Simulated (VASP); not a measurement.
# PtSe2 in VASP: further runs, part 2 of 2

VASP 6.6.1.

## Step 4: Single point, PBE+D3(BJ)

This run uses another cell than the first one.

The input, INCAR:

```
PREC = Accurate ; ENCUT = 400
EDIFF = 1E-6 ; ISMEAR = 0
SIGMA = 0.02 ; LREAL = False
LASPH = True ; NELM = 120
ALGO = Normal ; ISIF = 2
LWAVE = False ; LCHARG = False
LDIPOL = True ; IDIPOL = 3
DIPOL = 0.5 0.5 0.500 ; GGA = PE
IVDW = 12 ; NBANDS = 18
GGA_COMPAT = False ; NELMDL = -8
```

The input, KPOINTS:

```
Automatic mesh
0
Gamma
  9 9 1
```

The input, POSCAR:

```
PtSe2
1.0
    3.7560000000      0.0000000000      0.0000000000
   -1.8780000000      3.2527914166      0.0000000000
    0.0000000000      0.0000000000     31.1212903780
Se Pt
2 1
Direct
    0.6666666667      0.3333333333      0.4581797546
    0.3333333333      0.6666666667      0.5418202454
    0.0000000000      0.0000000000      0.5000000000
```

Potentials or basis: VASP PAW PBE potentials, release 64 (Se, Pt).

On the command line:

```console
$ cat potpaw_PBE.64/Se/POTCAR potpaw_PBE.64/Pt/POTCAR > POTCAR
$ mpirun -np 1 vasp_std > vasp.out
```

OUTCAR:

```text
PREC = Accurate
   ENCUT = 400
   EDIFF = 1E-6
   ISMEAR = 0
   LREAL = False
   LASPH = True
   NELM = 120
   ISIF = 2
   GGA = PE
   IVDW = 12
   NELMDL = -8
 IVDW          = 12

 ion  position               nearest neighbor table
   1  0.667  0.333  0.458-   3 2.53   3 2.53   3 2.53
   2  0.333  0.667  0.542-   3 2.53   3 2.53   3 2.53
   3  0.000  0.000  0.500-   1 2.53   2 2.53   2 2.53   1 2.53   1 2.53   2 2.53

  LATTYP: Found a hexagonal cell.
 ALAT       =     3.7560000000
 C/A-ratio  =     8.2857535618

  Lattice vectors:

 A1 = (   3.7560000000,   0.0000000000,   0.0000000000)
 A2 = (  -1.8780000000,   3.2527914166,   0.0000000000)
 A3 = (   0.0000000000,   0.0000000000,  31.1212903780)

Analysis of symmetry for initial positions (statically):
=====================================================================
 Subroutine PRICEL returns:
 Original cell was already a primitive cell.

 Routine SETGRP: Setting up the symmetry group for a
 hexagonal supercell.

 Subroutine GETGRP returns: Found 12 space group operations
 (whereof 12 operations were pure point group operations)
 out of a pool of 24 trial point group operations.

The static configuration has the point symmetry D_3d.

Analysis of symmetry for dynamics (positions and initial velocities):
=====================================================================
 Subroutine PRICEL returns:
 Original cell was already a primitive cell.

 Routine SETGRP: Setting up the symmetry group for a
 hexagonal supercell.

 Subroutine GETGRP returns: Found 12 space group operations
 (whereof 12 operations were pure point group operations)
 out of a pool of 24 trial point group operations.

The dynamic configuration has the point symmetry D_3d.

 Subroutine INISYM returns: Found 12 space group operations
 (whereof 12 operations are pure point group operations),
 and found     1 'primitive' translations

----------------------------------------------------------------------------------------

                                     Primitive cell

[... 107 lines left out ...]
   IVDW    =    12    specifies the selected vdW correction
   LEPSILON=     F    determine dielectric tensor
   LRPA    =     F    only Hartree local field effects (RPA)
 non-spin polarized calculation
 Gauss-broadening in eV      SIGMA  =   0.02
  energy-cutoff  :      400.00
  volume of cell :      380.22
 maximum number of plane-waves:      6954
 NGX is ok and might be reduce to    28
   NGX = 13   NGY = 13   NGZ =101

 dipolmoment           0.000000      0.000000      0.000000 electrons x Angstroem

 number of electron      21.9999999 magnetization

 dipolmoment           0.000000      0.000000     -0.000000 electrons x Angstroem

 Free energy of the ion-electron system (eV)
  ---------------------------------------------------
  ext. energy  EPLUGINS =         0.00000000
  ---------------------------------------------------
  free energy    TOTEN  =       -14.29540851 eV

  energy without entropy =      -14.29540851  energy(sigma->0) =      -14.29540851

 E-fermi :  -3.8576     XC(G=0):  -2.1572

 val. band max:       -3.9745470826   @ k =   0.0000   0.0000   0.0000
 cond. band min:      -2.5824625996   @ k =   0.2222  -0.0000   0.0000
 fundamental gap:      1.3920844830
 Fermi energy:        -3.8576174622

 k-point     1 :       0.0000    0.0000    0.0000
  band No.  band energies     occupation
      1     -17.8602      2.00000
      2     -16.0761      2.00000
      3      -8.9729      2.00000
      4      -8.9729      2.00000
      5      -8.8976      2.00000
      6      -6.7267      2.00000
[... 229 lines left out ...]
      5      -8.7090      2.00000
      6      -7.3123      2.00000
[... 10 lines left out ...]
     17       4.8180      0.00000
     18       4.9151      0.00000

------------------------ aborting loop because EDIFF is reached ----------------------------------------

 vacuum level on the upper side and lower side of the slab       (xc-potential included)        -0.007        -0.007

 Edisp (eV)   -0.87500

 E8    (eV) :    -0.4022

  FORCE on cell =-STRESS in cart. coord.  units (eV):
  Direction    XX          YY          ZZ          XY          YZ          ZX
  --------------------------------------------------------------------------------------
  -------------------------------------------------------------------------------------
  Total      -1.04131    -1.04131    -0.15238    -0.00000     0.00000    -0.00000
  in kB      -4.38784    -4.38784    -0.64211    -0.00000     0.00000    -0.00000
  external pressure =       -3.14 kB  Pullay stress =        0.00 kB

 VOLUME and BASIS-vectors are now :
 -----------------------------------------------------------------------------
  energy-cutoff  :      400.00
  volume of cell :      380.22
      direct lattice vectors                 reciprocal lattice vectors
     3.756000000  0.000000000  0.000000000     0.266240682  0.153714129  0.000000000
    -1.878000000  3.252791417  0.000000000     0.000000000  0.307428258  0.000000000
     0.000000000  0.000000000 31.121290378     0.000000000  0.000000000  0.032132344

 POSITION                                       TOTAL-FORCE (eV/Angst)
 -----------------------------------------------------------------------------------
      1.87800      1.08426     14.25915        -0.000000      0.000000      0.047529
     -0.00000      2.16853     16.86215         0.000000      0.000000     -0.047529
      0.00000      0.00000     15.56065         0.000000      0.000000      0.000000
 -----------------------------------------------------------------------------------
    total drift:                               -0.000000      0.000000      0.000000

  FREE ENERGIE OF THE ION-ELECTRON SYSTEM (eV)
  ---------------------------------------------------
  free  energy   TOTEN  =       -15.1704047636 eV

  energy  without entropy=      -15.1704047636  energy(sigma->0) =      -15.17040476

 vacuum level on the upper side and lower side of the slab         1.770         1.770
```

OSZICAR:

```text
N       E                     dE             d eps       ncg     rms          rms(c)
DAV:   1     0.164602620225E+03    0.16460E+03   -0.58929E+03   432   0.694E+02
DAV:   2     0.579069512631E+01   -0.15881E+03   -0.14829E+03   686   0.141E+02
DAV:   3    -0.147973034145E+02   -0.20588E+02   -0.20212E+02   572   0.645E+01
[... 18 lines left out ...]
DAV:  22    -0.142953938180E+02   -0.62515E-05   -0.32796E-07   448   0.280E-03    0.118E-03
DAV:  23    -0.142954036925E+02   -0.98744E-05   -0.59769E-07   428   0.295E-03    0.372E-03
DAV:  24    -0.142954063295E+02   -0.26371E-05   -0.12223E-07   460   0.156E-03    0.149E-03
DAV:  25    -0.142954078618E+02   -0.15323E-05   -0.17249E-07   438   0.179E-03    0.131E-03
DAV:  26    -0.142954085083E+02   -0.64652E-06   -0.18705E-08   440   0.679E-04
   1 F= -.15170405E+02 E0= -.15170405E+02  d E =-.405809E-18
```

Run time: 3.7 min. Hardware: 1 thread of Intel Xeon 8259CL, shared host; peak memory 0.44 GiB.

Results:

- Free energy: -15.1704 eV
- Largest force: 0.048 eV/Å
- Band gap on the k mesh: 1.39 eV (least direct gap 1.48 eV)
- Dispersion energy per atom: -0.292 eV

Forces on the atoms (eV/Å):
```
Se   0.000  0.000  0.048
Se   0.000  0.000 -0.048
Pt   0.000  0.000  0.000
```

Caveat: spin-orbit coupling is left out, which moves the levels of the heavy elements.

## Step 5: Overview

| cell | gap on the mesh (eV) | largest force (eV/Å) |
| --- | --- | --- |
| a = 3.707, b = 3.707, c = 31.121 Å, angles 90.0, 90.0, 120.0°, 3 atoms, atomic positions A | 1.35 | - |
| a = 3.756, b = 3.756, c = 31.121 Å, angles 90.0, 90.0, 120.0°, 3 atoms, atomic positions B | 1.39 | 0.49 |
| a = 3.756, b = 3.756, c = 31.121 Å, angles 90.0, 90.0, 120.0°, 3 atoms, atomic positions C | 1.39 | 0.05 |

Alike in all rows: task single point; level PBE+D3(BJ); potentials or basis VASP PAW PBE potentials, release 64 (Se, Pt); no spin polarisation; k mesh 9 × 9 × 1; cutoff (eV) 400; smearing gaussian 0.02 eV.

Caveats: spin-orbit coupling is left out, which moves the levels of the heavy elements.

Total energies depend on the potentials used, so only differences within one code and one set of settings carry meaning.
